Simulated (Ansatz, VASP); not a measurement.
One calculation of AlPdC4N4, two programs

```
Al Pd C N
1.0
     6.08164    0.00000    0.00000
     0.00000    6.08164    0.00000
     0.00000    0.00000    6.08164
Al Pd C N
1 1 4 4
Direct
  0.00000 0.00000 0.00000
  0.50000 0.50000 0.50000
  0.18686 0.18686 0.18686
  0.18686 0.81314 0.81314
  0.81314 0.18686 0.81314
  0.81314 0.81314 0.18686
  0.29745 0.29745 0.29745
  0.29745 0.70255 0.70255
  0.70255 0.29745 0.70255
  0.70255 0.70255 0.29745
```

Alike in both runs: functional PBE; k mesh 4 × 4 × 4; occupations gaussian, width 0.1 eV; collinear spin.

Ansatz relaxed the structure, and its values are those at the end. VASP's run is a single point on that final structure, the one shown.

|  | VASP | Ansatz |
| --- | --- | --- |
| version | VASP 6.6.1 | Ansatz 0.2.0 |
| potentials or method | VASP PAW PBE potentials, release 64 (Al, Pd, C, N), cutoff 520 eV | scalar-relativistic, plane waves, PAW |
| valence electrons in the cell | 49 | 57 |

|  | VASP | Ansatz | Ansatz less VASP |
| --- | --- | --- | --- |
| gap on the k mesh at the Fermi level (eV) | none | none | - |
| pressure (GPa) | 0.4 | 0.1 | -0.29 |
| rms of the force components (eV/Å) | 0.197 | 0.021 | -0.1762 |
| net moment per atom (μB) | 0.10 | 0.10 | 0.000 |
| size of the moment on the site where the two differ most (μB) | 0.80 | 0.67 | -0.124 |

Site moments also hang on the region over which each program counts them. A gap of «none» marks a metal or a gap that the smearing closes. One of these differences is far larger than is usual between the two programs; its cause wasn't traced. The functional is the same, so the differences come from potentials, cutoffs and numerics. VASP's potentials hold 49 valence electrons a cell and Ansatz's 57, so a difference there can come from the potentials and not from the codes.

Noted on VASP's run: the standard files for N, O and F lose accuracy on very short bonds.
